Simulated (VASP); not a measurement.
Wanted: the native input for a VASP 6.6.1 run.

```yaml
Task: electric field gradients
Functional: r2SCAN
Potentials_or_basis: VASP PAW PBE potentials, release 64 (Hf_pv, B)
Cutoff: 520 eV
k_mesh: 17 × 17 × 13
Occupations: fermi-dirac, width 0.05 eV
Spin: no spin polarisation
Dipole_correction: no
Further_INCAR_settings: ALGO = Normal; EDIFF = 1e-08; NBANDS = 15
```

HfB2:

```
Hf B
1.0
     3.14000    0.00000    0.00000
    -1.57000    2.71932    0.00000
     0.00000    0.00000    3.48000
Hf B
1 2
Direct
  0.00000 0.00000 0.00000
  0.33333 0.66667 0.50000
  0.66667 0.33333 0.50000
```

One way to write it, as run:

POSCAR

```
HfB2
1.0
    3.1400000000      0.0000000000      0.0000000000
   -1.5700000000      2.7193197679      0.0000000000
    0.0000000000      0.0000000000      3.4800000000
Hf B
1 2
Direct
    0.0000000000      0.0000000000      0.0000000000
    0.3333333333      0.6666666667      0.5000000000
    0.6666666667      0.3333333333      0.5000000000
```

INCAR.step1

```
SYSTEM = HfB2
  PREC = Accurate
  ENCUT = 520
  ISMEAR = -1
  SIGMA = 0.05
  LREAL = .False.
  LASPH = .True.
  NELM = 80
  NBANDS = 15
  GGA = PE
  ALGO = Normal
  EDIFF = 1E-4
  LWAVE = .True.
  LCHARG = .False.
```

INCAR.step2

```
SYSTEM = HfB2
  PREC = Accurate
  ENCUT = 520
  EDIFF = 1E-8
  ISMEAR = -1
  SIGMA = 0.05
  LREAL = .False.
  LASPH = .True.
  NELM = 80
  ALGO = Normal
  ISIF = 2
  LWAVE = .False.
  LCHARG = .False.
  METAGGA = R2SCAN
  LMIXTAU = .True.
  LEFG = .True.
  NBANDS = 15
  ISTART = 1
```

KPOINTS

```
regular mesh
0
Gamma
  17 17 13
  0 0 0
```

Potentials or basis: VASP PAW PBE potentials, release 64 (Hf_pv, B).

Run with:

```console
$ cat potpaw_PBE.64/Hf_pv/POTCAR potpaw_PBE.64/B/POTCAR > POTCAR
$ cp INCAR.step1 INCAR
$ mpirun -np 1 vasp_std > vasp.out
$ cp INCAR.step2 INCAR
$ mpirun -np 1 vasp_std > vasp.out
```

Results of the run:

| Item | Value |
| --- | --- |
| Pressure | -1.3 GPa |
| Band gap on the k mesh | zero (bands 8 and 9 overlap by 1.55 eV) |
| Largest electric field gradient by atom | Hf +75.8; B +1.6 V/Å² |

Caveat: without QUAD_EFG the Cq values of the log hold for a quadrupole moment of 1 mb, not for the nuclei; the PAW data sets were made with another functional, which shifts forces and pressure a little; spin-orbit coupling is left out, which moves the levels of the heavy elements.

It took 4.7 min on 1 thread of Intel(R) Xeon(R) Platinum 8375C CPU @ 2.90GHz (Ice Lake) (shared host), peak memory 0.23 GiB.
